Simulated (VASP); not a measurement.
# GaN (F-43m) in VASP: settings compared

The runs below take GaN through single point, with HSE06, PBE-based screened hybrid.

Everything below comes from runs of VASP 6.6.1. Logs are shortened: lines on timing, memory, paths and dates and some standing lists are left out, and cuts for length are marked.

### Step 1. The cell of the first run

It takes space group F-43m (No. 216, cubic). Conventional cell: a = 4.498 Å, b = 4.498 Å, c = 4.498 Å, α = 90.00°, β = 90.00°, γ = 90.00°. Within 2.6 Å of Ga (site symmetry -43m) lie 4 N at 1.95 Å. N (site symmetry -43m) has 4 Ga at 1.95 Å within 2.6 Å.

### Step 2. Single point, HSE06

Contents of POSCAR:

```
GaN
1.0
    0.0000000000      2.2489525415      2.2489525415
    2.2489525415      0.0000000000      2.2489525415
    2.2489525415      2.2489525415      0.0000000000
Ga N
1 1
Direct
    0.0000000000      0.0000000000      0.0000000000
    0.2500000000      0.2500000000      0.2500000000
```

Contents of INCAR.step1:

```
ALGO = Normal ; EDIFF = 1E-5
ENCUT = 520 ; GGA = PE
ISIF = 2 ; ISMEAR = 0
LASPH = T ; LREAL = F
LWAVE = T ; NBANDS = 16
NELM = 80 ; PREC = Accurate
SIGMA = 0.01
```

Contents of INCAR.step2:

```
ALGO = Normal ; EDIFF = 1E-7
ENCUT = 520 ; GGA = PE
HFSCREEN = 0.2079 ; ISIF = 2
ISMEAR = 0 ; ISTART = 1
LASPH = T ; LCHARG = T
LELF = T ; LHFCALC = T
LREAL = F ; LVHAR = T
LWAVE = F ; NBANDS = 16
NELM = 80 ; PREC = Accurate
PRECFOCK = Normal ; SIGMA = 0.01
```

Contents of KPOINTS:

```
k-points
0
Gamma
  4 4 4
```

Potentials or basis: VASP PAW PBE potentials, release 64 (Ga_d, N).

Run with:

```sh
> cat potpaw_PBE.64/Ga_d/POTCAR potpaw_PBE.64/N/POTCAR > POTCAR
> cp INCAR.step1 INCAR
> mpirun -np 1 vasp_std > vasp.out
> cp INCAR.step2 INCAR
> mpirun -np 1 vasp_std > vasp.out
```

OUTCAR:

```text
EDIFF = 1E-7
   ENCUT = 520
   GGA = PE
   HFSCREEN = 0.2079
   ISIF = 2
   ISMEAR = 0
   ISTART = 1
   LASPH = T
   LHFCALC = T
   LREAL = F
   NELM = 80
   PREC = Accurate
   PRECFOCK = Normal

 ion  position               nearest neighbor table
   1  0.000  0.000  0.000-   2 1.95   2 1.95   2 1.95   2 1.95
   2  0.250  0.250  0.250-   1 1.95   1 1.95   1 1.95   1 1.95

  LATTYP: Found a face centered cubic cell.
 ALAT       =     4.4979050830

  Lattice vectors:

 A1 = (   0.0000000000,   2.2489525415,   2.2489525415)
 A2 = (   2.2489525415,   0.0000000000,   2.2489525415)
 A3 = (   2.2489525415,   2.2489525415,   0.0000000000)

Analysis of symmetry for initial positions (statically):
=====================================================================
 Subroutine PRICEL returns:
 Original cell was already a primitive cell.

 Routine SETGRP: Setting up the symmetry group for a
 face centered cubic supercell.

 Subroutine GETGRP returns: Found 24 space group operations
 (whereof 24 operations were pure point group operations)
 out of a pool of 48 trial point group operations.

The static configuration has the point symmetry T_d .

Analysis of symmetry for dynamics (positions and initial velocities):
=====================================================================
 Subroutine PRICEL returns:
 Original cell was already a primitive cell.

 Routine SETGRP: Setting up the symmetry group for a
 face centered cubic supercell.

 Subroutine GETGRP returns: Found 24 space group operations
 (whereof 24 operations were pure point group operations)
 out of a pool of 48 trial point group operations.

The dynamic configuration has the point symmetry T_d .

 Subroutine INISYM returns: Found 24 space group operations
 (whereof 24 operations are pure point group operations),
 and found     1 'primitive' translations

----------------------------------------------------------------------------------------

                                     Primitive cell

  volume of cell :      22.7494

  direct lattice vectors                    reciprocal lattice vectors
     0.000000000  2.248952542  2.248952542    -0.222325723  0.222325723  0.222325723
     2.248952542  0.000000000  2.248952542     0.222325723 -0.222325723  0.222325723
[... 73 lines left out ...]
   NFREE  =      0    steps in history (QN), initial steepest desc. (CG)
   ISIF   =      2    stress and relaxation
   ISYM   =      3    0-nonsym 1-usesym 2-fastsym
   POTIM  = 0.5000    time-step for ionic-motion
   TEBEG  =    0.0;   TEEND  =   0.0 temperature during run
   PSTRESS=    0.0 pullay stress
   NELECT =      18.0000    total number of electrons
   NUPDOWN=      -1.0000    fix difference up-down
   EMIN   =  10.00;   EMAX   =-10.00  energy-range for DOS
   EFERMI =   0.00;   METHOD = LEGACY
   ISMEAR =     0;   SIGMA  =   0.01  broadening in eV -4-tet -1-fermi 0-gaus
   EFERMI_NEDOS =   21; number of points for ismear=-14 and -15
   IALGO  =     38    algorithm
   IMIX   =      1    mixing-type and parameters
     AMIX     =   0.40;   BMIX     =  1.00
     AMIX_MAG =   1.60;   BMIX_MAG =  1.00
  volume/ion in A,a.u.               =      11.37        76.76
  Fermi-wavevector in a.u.,A,eV,Ry     =   1.514173  2.861371 31.194330  2.292719
  Thomas-Fermi vector in A             =   2.623866
   LORBIT       =      0    0 simple, 1 ext, 2 COOP (PROOUT), +10 PAW based schemes
   GGA     = PE    functional components
   LHFCALC =     T    Hartree Fock is set to
   PRECFOCK=normal    Normal, Fast or Accurate (Low or Medium for compatibility)
   ENCUT4O =  -1.0   cutoff for four orbital integrals eV
   NKREDX  =     1    reduce k-point grid by
   NKREDY  =     1    reduce k-point grid by
   NKREDZ  =     1    reduce k-point grid by
   AEXX    =    0.2500 exact exchange contribution
   HFSCREEN=    0.2079 screening length (either q_TF or 0.3 A-1)
   HFSCREENC=   0.2079 screening length for correlation (either q_TF or 0.3 A-1)
   ENCUTFOCK=  -1.0 apply spherical cutoff to Coloumb kernel
   IVDW    =     0    specifies the selected vdW correction
   LEPSILON=     F    determine dielectric tensor
   LRPA    =     F    only Hartree local field effects (RPA)
 non-spin polarized calculation
 Gauss-broadening in eV      SIGMA  =   0.01
  energy-cutoff  :      520.00
  volume of cell :       22.75
 maximum number of plane-waves:       620
  NGX = 18; NGY = 18; NGZ = 18

 number of electron      18.0000009 magnetization

 Free energy of the ion-electron system (eV)
  ---------------------------------------------------
  ext. energy  EPLUGINS =         0.00000000
  ---------------------------------------------------
  free energy    TOTEN  =       -14.68923849 eV

  energy without entropy =      -14.68923849  energy(sigma->0) =      -14.68923849

 E-fermi :   4.6205     XC(G=0):  -9.5802

 val. band max:        4.5430467829   @ k =   0.0000   0.0000   0.0000
 cond. band min:       7.5984946986   @ k =   0.0000   0.0000   0.0000
 fundamental gap:      3.0554479157
 Fermi energy:         4.6205156052

 k-point     1 :       0.0000    0.0000    0.0000
  band No.  band energies     occupation
      1     -12.9378      2.00000
      2     -11.0517      2.00000
      3     -11.0517      2.00000
      4     -11.0517      2.00000
      5     -10.7303      2.00000
      6     -10.7303      2.00000
[... 129 lines left out ...]
      3     -10.8880      2.00000
      4     -10.7373      2.00000
      5     -10.7190      2.00000
      6      -8.2392      2.00000
[... 8 lines left out ...]
     15      25.6789      0.00000
     16      30.5167      0.00000

------------------------ aborting loop because EDIFF is reached ----------------------------------------

  FORCE on cell =-STRESS in cart. coord.  units (eV):
  Direction    XX          YY          ZZ          XY          YZ          ZX
  --------------------------------------------------------------------------------------
  -------------------------------------------------------------------------------------
  Total       -0.0206448     -0.0206448     -0.0206448      0.0000000     -0.0000000      0.0000000
  in kB       -1.4539541     -1.4539541     -1.4539541      0.0000000     -0.0000000      0.0000000
  external PRESSURE =      -1.4539541 kB  Pullay stress =       0.0000000 kB

 VOLUME and BASIS-vectors are now :
 -----------------------------------------------------------------------------
  energy-cutoff  :      520.00
  volume of cell :       22.75
      direct lattice vectors                 reciprocal lattice vectors
     0.000000000  2.248952542  2.248952542    -0.222325723  0.222325723  0.222325723
     2.248952542  0.000000000  2.248952542     0.222325723 -0.222325723  0.222325723
     2.248952542  2.248952542  0.000000000     0.222325723  0.222325723 -0.222325723

 POSITION                                       TOTAL-FORCE (eV/Angst)
 -----------------------------------------------------------------------------------
      0.00000      0.00000      0.00000         0.000000      0.000000      0.000000
      1.12448      1.12448      1.12448        -0.000000     -0.000000     -0.000000
 -----------------------------------------------------------------------------------
    total drift:                                0.000005     -0.000005     -0.000002

  FREE ENERGIE OF THE ION-ELECTRON SYSTEM (eV)
  ---------------------------------------------------
  free  energy   TOTEN  =       -14.6892384885 eV

  energy  without entropy=      -14.6892384885  energy(sigma->0) =      -14.68923849
```

OSZICAR.step1:

```text
N       E                     dE             d eps       ncg     rms          rms(c)
DAV:   1     0.901060540633E+02    0.90106E+02   -0.93061E+03   280   0.198E+03
DAV:   2    -0.769933831438E+01   -0.97805E+02   -0.90776E+02   312   0.356E+02
DAV:   3    -0.140505533830E+02   -0.63512E+01   -0.63235E+01   264   0.748E+01
DAV:   4    -0.141287850175E+02   -0.78232E-01   -0.78225E-01   360   0.891E+00
DAV:   5    -0.141296467942E+02   -0.86178E-03   -0.86174E-03   272   0.819E-01    0.779E+00
DAV:   6    -0.120703394881E+02    0.20593E+01   -0.49371E+00   384   0.401E+01    0.265E+00
DAV:   7    -0.120820460718E+02   -0.11707E-01   -0.34463E-01   280   0.639E+00    0.179E+00
DAV:   8    -0.120792361666E+02    0.28099E-02   -0.58622E-02   304   0.358E+00    0.792E-01
DAV:   9    -0.120745197692E+02    0.47164E-02   -0.16873E-02   392   0.304E+00    0.190E-01
DAV:  10    -0.120748940614E+02   -0.37429E-03   -0.17908E-03   320   0.630E-01    0.842E-02
DAV:  11    -0.120747840281E+02    0.11003E-03   -0.35969E-04   400   0.306E-01    0.103E-02
DAV:  12    -0.120747913979E+02   -0.73698E-05   -0.37794E-05   280   0.675E-02
   1 F= -.12074791E+02 E0= -.12074791E+02  d E =-.563225E-25
```

Run time: 8.3 min. Hardware: 1 thread of Intel Xeon 8259CL, shared host; peak memory 0.25 GiB.

Results:

```yaml
Free_energy: -14.6892 eV
Pressure: -0.1 GPa
Band_gap_on_the_k_mesh: 3.06 eV, direct
```

Levels at points of the mesh, in eV from the valence-band top:
| k point | band 7 | band 8 | band 9 | band 10 | band 11 | band 12 |
| --- | --- | --- | --- | --- | --- | --- |
| (0.00, 0.00, 0.00) | 0.00 | 0.00 | 0.00 | 3.06 | 11.94 | 11.94 |
| (0.50, 0.00, 0.00) | -7.58 | -1.05 | -1.05 | 6.14 | 10.46 | 11.93 |
| (0.50, 0.50, 0.00) | -6.59 | -2.93 | -2.93 | 4.45 | 8.18 | 13.64 |

Caveat: the k points lie up to 0.60 Å⁻¹ apart; the PAW data sets were made with another functional, which shifts forces and pressure a little.

### Step 3. Single point, HSE06

POSCAR is that of step 2.

Contents of INCAR.step1:

```
SYSTEM = GaN
  PREC = Accurate
  ENCUT = 520
  EDIFF = 1E-5
  ISMEAR = 0
  SIGMA = 0.01
  LREAL = .FALSE.
  LASPH = .TRUE.
  NELM = 60
  ALGO = Normal
  ISIF = 2
  LWAVE = .TRUE.
  LCHARG = .FALSE.
  NBANDS = 16
  GGA = PE
```

Contents of INCAR.step2:

```
SYSTEM = GaN
  PREC = Accurate
  ENCUT = 520
  EDIFF = 1E-7
  ISMEAR = 0
  SIGMA = 0.01
  LREAL = .FALSE.
  LASPH = .TRUE.
  NELM = 60
  ALGO = Normal
  ISIF = 2
  LWAVE = .FALSE.
  LCHARG = .FALSE.
  GGA = PE
  LHFCALC = .TRUE.
  HFSCREEN = 0.2079
  PRECFOCK = Normal
  NBANDS = 16
  ISTART = 1
```

Contents of KPOINTS:

```
Automatic mesh
0
G
  4 4 4
  0 0 0
```

Potentials or basis: VASP PAW PBE potentials, release 64 (Ga_d, N).

Run with:

```sh
> cat potpaw_PBE.64/Ga_d/POTCAR potpaw_PBE.64/N/POTCAR > POTCAR
> cp INCAR.step1 INCAR
> mpirun -np 1 vasp_std > vasp.out
> cp INCAR.step2 INCAR
> mpirun -np 1 vasp_std > vasp.out
```

Run time: 8.9 min. Hardware: 1 thread of Intel Xeon 8259CL, shared host; peak memory 0.25 GiB.

It converged, with:

* Free energy: -14.6892 eV
* Pressure: -0.1 GPa
* Band gap on the k mesh: 3.06 eV, direct

Levels at points of the mesh, in eV from the valence-band top:
| k point | band 6 | band 7 | band 8 | band 9 | band 10 | band 11 | band 12 | band 13 |
| --- | --- | --- | --- | --- | --- | --- | --- | --- |
| (0.00, 0.00, 0.00) | -15.27 | 0.00 | 0.00 | 0.00 | 3.06 | 11.94 | 11.94 | 11.94 |
| (0.50, 0.00, 0.00) | -13.61 | -7.58 | -1.05 | -1.05 | 6.14 | 10.46 | 11.93 | 11.93 |
| (0.50, 0.50, 0.00) | -13.05 | -6.59 | -2.93 | -2.93 | 4.45 | 8.18 | 13.64 | 16.10 |

Caveat: the k points lie up to 0.60 Å⁻¹ apart; the PAW data sets were made with another functional, which shifts forces and pressure a little.

### Step 4. Single point, PBE-based screened hybrid

POSCAR is that of step 3.

Contents of INCAR.step1:

```
SYSTEM = GaN
ALGO = Normal
EDIFF = 1E-5
ENCUT = 520
GGA = PE
ISIF = 2
ISMEAR = 0
LASPH = .TRUE.
LCHARG = .FALSE.
LREAL = .FALSE.
LWAVE = .TRUE.
NBANDS = 16
NELM = 60
PREC = Accurate
SIGMA = 0.01
```

Contents of INCAR.step2:

```
SYSTEM = GaN
AEXX = 0.75
ALGO = Normal
EDIFF = 1E-7
ENCUT = 520
GGA = PE
HFSCREEN = 0.2078
ISIF = 2
ISMEAR = 0
ISTART = 1
LASPH = .TRUE.
LCHARG = .FALSE.
LHFCALC = .TRUE.
LREAL = .FALSE.
LWAVE = .FALSE.
NBANDS = 16
NELM = 60
PREC = Accurate
PRECFOCK = Normal
SIGMA = 0.01
```

Contents of KPOINTS:

```
k-points
0
G
  4 4 4
  0 0 0
```

Run with:

```sh
> cat potpaw_PBE.64/Ga_d/POTCAR potpaw_PBE.64/N/POTCAR > POTCAR
> cp INCAR.step1 INCAR
> mpirun -np 1 vasp_std > vasp.out
> cp INCAR.step2 INCAR
> mpirun -np 1 vasp_std > vasp.out
```

It took 7.6 min on 1 thread of Intel Xeon 8259CL, shared host; peak memory 0.25 GiB.

The run converged. Its results:

* Free energy: -20.3781 eV
* Pressure: -11.1 GPa
* Band gap on the k mesh: 5.97 eV, direct

Levels at points of the mesh, in eV from the valence-band top:
| k point | band 6 | band 7 | band 8 | band 9 | band 10 | band 11 | band 12 | band 13 |
| --- | --- | --- | --- | --- | --- | --- | --- | --- |
| (0.00, 0.00, 0.00) | -19.52 | 0.00 | 0.00 | 0.00 | 5.97 | 15.39 | 15.39 | 15.39 |
| (0.50, 0.00, 0.00) | -16.72 | -8.39 | -1.15 | -1.15 | 9.32 | 13.93 | 15.18 | 15.18 |
| (0.50, 0.50, 0.00) | -15.95 | -7.28 | -3.26 | -3.26 | 6.93 | 11.34 | 17.67 | 20.36 |

Caveat: the k points lie up to 0.60 Å⁻¹ apart; the PAW data sets were made with another functional, which shifts forces and pressure a little.
